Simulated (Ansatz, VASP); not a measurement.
**GaAs in VASP and in Ansatz**

File INCAR:

```
SYSTEM = GaAs
PREC = Accurate ; ENCUT = 500
EDIFF = 1E-6 ; ISMEAR = 0
SIGMA = 0.05 ; LREAL = .False.
LASPH = .True. ; NELM = 120
ALGO = Normal ; ISIF = 2
LWAVE = .False. ; LCHARG = .False.
GGA = PE ; NBANDS = 16
GGA_COMPAT = .False.
```

The input KPOINTS:

```
regular mesh
0
Gamma
  6 6 6
  0 0 0
```

File POSCAR:

```
GaAs
1.0
    0.0000000000      2.6931816882      2.6931816882
    2.6931816882      0.0000000000      2.6931816882
    2.6931816882      2.6931816882      0.0000000000
Ga As
1 1
Direct
    0.0000000000      0.0000000000      0.0000000000
    0.5000000000      0.5000000000      0.5000000000
```

Input for Ansatz:

```yaml
crystal:
  lattice:
    - [0.0, 2.6931816882, 2.6931816882]
    - [2.6931816882, 0.0, 2.6931816882]
    - [2.6931816882, 2.6931816882, 0.0]
  atoms:
    - { symbol: Ga, position: [0.0, 0.0, 0.0] }
    - { symbol: As, position: [0.5, 0.5, 0.5] }
basis:
  ecutwfc: 420
kpoints:
  mp_grid: { grid: [6, 6, 6] }
hamiltonian:
  xc: pbe
scf:
  occupations: { method: gaussian, width: 0.05 }
output:
  forces: true
  stress: true
  eigenvalues: true
```

Alike in both runs: task single point; functional PBE; k mesh 6 × 6 × 6; occupations gaussian, width 0.05 eV; no spin polarisation.

|  | VASP | Ansatz |
| --- | --- | --- |
| version | VASP 6.6.1 | Ansatz 0.2.0 |
| potentials or method | VASP PAW PBE potentials, release 64 (Ga_d, As), cutoff 500 eV | scalar-relativistic, plane waves, PAW |
| valence electrons in the cell | 18 | 28 |

```tsv
	VASP	Ansatz	Ansatz less VASP
gap on the k mesh at the Fermi level (eV)	none	none	-
pressure (GPa)	0.3	0.2	-0.17
```

A gap of «none» marks a metal or a gap that the smearing closes. VASP's potentials hold 18 valence electrons a cell and Ansatz's 28, so a difference there can come from the potentials and not from the codes.
